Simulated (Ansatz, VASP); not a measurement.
Ga in VASP and in Ansatz

File INCAR:

```
PREC = Accurate ; ENCUT = 600
EDIFF = 1E-7 ; ISMEAR = -1
SIGMA = 0.1 ; LREAL = F
LASPH = T ; NELM = 80
ALGO = Normal ; ISIF = 3
LWAVE = F ; LCHARG = F
GGA = PS ; IBRION = 2
NSW = 80 ; EDIFFG = -0.01
```

File KPOINTS:

```
Automatic mesh
0
Gamma
  11 11 11
```

Contents of POSCAR:

```
Ga
1.0
    2.7660252371      0.0000000000      0.0000000000
    0.0000000000      2.7660252371      0.0000000000
    0.0000000000      0.0000000000      2.7660252371
Ga
1
Direct
    0.0000000000      0.0000000000      0.0000000000
```

Input for Ansatz:

```yaml
crystal:
  lattice:
    - [2.7660252371, 0.0, 0.0]
    - [0.0, 2.7660252371, 0.0]
    - [0.0, 0.0, 2.7660252371]
  atoms:
    - { symbol: Ga, position: [0.0, 0.0, 0.0] }
hamiltonian:
  xc: pbesol
  pseudopotentials:
    kind: paw
    azcp:
      Ga: "pseudopotentials/Ga.paw.azcp"
basis:
  ecutwfc: 420
  fft_grid_basis: typed
kpoints:
  mp_grid: { grid: [11, 11, 11], shift: [0, 0, 0] }
magnetization:
  spin_polarized: false
scf:
  occupations: { method: fermi_dirac, width: 0.1 }
relax:
  max_steps: 60
  f_tol: 0.01
  cell: {}
output:
  write_density: true
  write_potential: true
  elf: true
  volumetric_format: npy
```

Alike in both runs: task relaxation of cell and atoms; functional PBEsol; k mesh 11 × 11 × 11; occupations fermi-dirac, width 0.1 eV; no spin polarisation.

|  | VASP | Ansatz |
| --- | --- | --- |
| version | VASP 6.6.1 | Ansatz 0.2.0 |
| potentials or method | VASP PAW PBE potentials, release 64 (Ga_d), cutoff 600 eV | plane waves (420 eV) with PAW, scalar-relativistic |
| valence electrons in the cell | 13 | 13 |

```csv
,VASP,Ansatz,Ansatz less VASP
relaxed volume (Å³/atom),18.83,18.79,-0.043
relaxed cell length with the largest relative difference (Å),2.660,2.658,-0.0020
```

VASP's potentials were made for PBE, not for PBEsol, and Ansatz warns of the same on its side.
